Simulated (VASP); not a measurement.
A run of VASP 6.6.1 is set up as follows.

Contents of POSCAR:

```
Li
1.0
   -1.6704420919      1.6704420919      1.6704420919
    1.6704420919     -1.6704420919      1.6704420919
    1.6704420919      1.6704420919     -1.6704420919
Li
1
Direct
    0.0000000000      0.0000000000      0.0000000000
```

The input INCAR.step1:

```
SYSTEM = Li
PREC = Accurate
ENCUT = 520
ISMEAR = -1
SIGMA = 0.1
LREAL = .False.
LASPH = .True.
NELM = 100
NBANDS = 8
GGA = PE
ALGO = Normal
EDIFF = 1E-4
LWAVE = .True.
LCHARG = .False.
```

The input INCAR.step2:

```
SYSTEM = Li
PREC = Accurate
ENCUT = 520
EDIFF = 1E-7
ISMEAR = -1
SIGMA = 0.1
LREAL = .False.
LASPH = .True.
NELM = 100
ALGO = Normal
ISIF = 2
LWAVE = .False.
LCHARG = .False.
METAGGA = R2SCAN
LMIXTAU = .True.
NBANDS = 8
ISTART = 1
```

File KPOINTS:

```
Automatic mesh
0
Gamma
  14 14 14
  0 0 0
```

Potentials or basis: VASP PAW PBE potentials, release 64 (Li_sv).

The run is started by

```sh
$ cat potpaw_PBE.64/Li_sv/POTCAR > POTCAR
$ cp INCAR.step1 INCAR
$ mpirun -np 1 vasp_std > vasp.out
$ cp INCAR.step2 INCAR
$ mpirun -np 1 vasp_std > vasp.out
```

Task: What does it give for the band gap on the k mesh?

Result: Zero (an odd number of electrons rules out a gap without spin polarisation).
